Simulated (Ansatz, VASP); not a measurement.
# Two plane-wave programs on Bi2Se3

```
Bi Se
1.0
     1.98864    1.14814   10.30896
    -1.98864    1.14814   10.30896
     0.00000   -2.29628   10.30896
Bi Se
2 3
Direct
  0.40080 0.40080 0.40080
  0.59920 0.59920 0.59920
  0.00000 0.00000 0.00000
  0.21170 0.21170 0.21170
  0.78830 0.78830 0.78830
```

Change from the starting cell: strain -0.040 along x and y, +0.080 along z, atoms carried along.

Alike in both runs: task single point; functional PBEsol; k mesh 12 × 12 × 12; occupations gaussian, width 0.03 eV; no spin polarisation.

```csv
,VASP,Ansatz
version,VASP 6.6.1,Ansatz 0.2.0
potentials or method,"VASP PAW PBE potentials, release 64 (Bi_d, Se), cutoff 520 eV","scalar-relativistic, plane waves, PAW"
valence electrons in the cell,48,78
```

|  | VASP | Ansatz | Ansatz less VASP |
| --- | --- | --- | --- |
| gap on the k mesh at the Fermi level (eV) | 0.40 | 0.40 | -0.001 |
| least direct gap on the mesh (eV) | 0.52 | 0.52 | +0.001 |
| pressure (GPa) | -0.1 | -0.1 | -0.05 |
| traceless stress, the component that is largest in VASP (GPa) | -3.62 | -3.63 | -0.012 |
| rms of the force components (eV/Å) | 0.127 | 0.129 | +0.0015 |

VASP's potentials were made for PBE, not for PBEsol. Atom by atom the forces differ by 0.008 eV/Å (rms over components). VASP's potentials hold 48 valence electrons a cell and Ansatz's 78, so a difference there can come from the potentials and not from the codes.

Neither program's run includes spin-orbit coupling.
